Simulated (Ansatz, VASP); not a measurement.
# One calculation of Ga3Se, two programs

Contents of INCAR:

```
  ALGO = Normal
  EDIFF = 1E-7
  ENCUT = 520
  GGA = PE
  ISIF = 2
  ISMEAR = 0
  IVDW = 12
  LASPH = True
  LCHARG = True
  LELF = True
  LREAL = False
  LVHAR = True
  LWAVE = False
  NBANDS = 30
  NELM = 80
  PREC = Accurate
  SIGMA = 0.15
```

KPOINTS

```
k-points
0
Gamma
  12 12 12
```

Contents of POSCAR:

```
Ga3Se
1.0
    4.3236103161      0.0972812321      0.0000000000
    0.0972812321      4.3236103161      0.0000000000
    0.0000000000      0.0000000000      4.3236103161
Ga Se
3 1
Direct
    0.0000000000      0.5000000000      0.5000000000
    0.5000000000      0.0000000000      0.5000000000
    0.5000000000      0.5000000000      0.0000000000
    0.0000000000      0.0000000000      0.0000000000
```

Input for Ansatz:

```yaml
crystal:
  lattice:
    - [4.3236103161, 0.0972812321, 0.0]
    - [0.0972812321, 4.3236103161, 0.0]
    - [0.0, 0.0, 4.3236103161]
  atoms:
    - { symbol: Ga, position: [0.0, 0.5, 0.5] }
    - { symbol: Ga, position: [0.5, 0.0, 0.5] }
    - { symbol: Ga, position: [0.5, 0.5, 0.0] }
    - { symbol: Se, position: [0.0, 0.0, 0.0] }
basis:
  ecutwfc: 420
kpoints:
  mp_grid: { grid: [12, 12, 12] }
hamiltonian:
  xc: pbe
  dispersion: d3bj
scf:
  occupations: { method: gaussian, width: 0.15 }
output:
  forces: true
  stress: true
  eigenvalues: true
```

Change from the starting cell: strain +0.0450 x Voigt [0, 0, 0, 0, 0, 1], atoms carried along.

Alike in both runs: task single point; functional PBE; dispersion D3(BJ); k mesh 12 × 12 × 12; occupations gaussian, width 0.15 eV; no spin polarisation.

```csv
,VASP,Ansatz
version,VASP 6.6.1,Ansatz 0.2.0
potentials or method,"VASP PAW PBE potentials, release 64 (Ga_d, Se), cutoff 520 eV","scalar-relativistic, plane waves, PAW"
valence electrons in the cell,45,55
```

```csv
,VASP,Ansatz,Ansatz less VASP
gap on the k mesh at the Fermi level (eV),none,none,-
pressure (GPa),0.1,0.1,-0.06
"traceless stress, the component that is largest in VASP (GPa)",-0.39,-0.38,+0.006
```

A gap of «none» marks a metal or a gap that the smearing closes. VASP's potentials hold 45 valence electrons a cell and Ansatz's 55, so a difference there can come from the potentials and not from the codes.
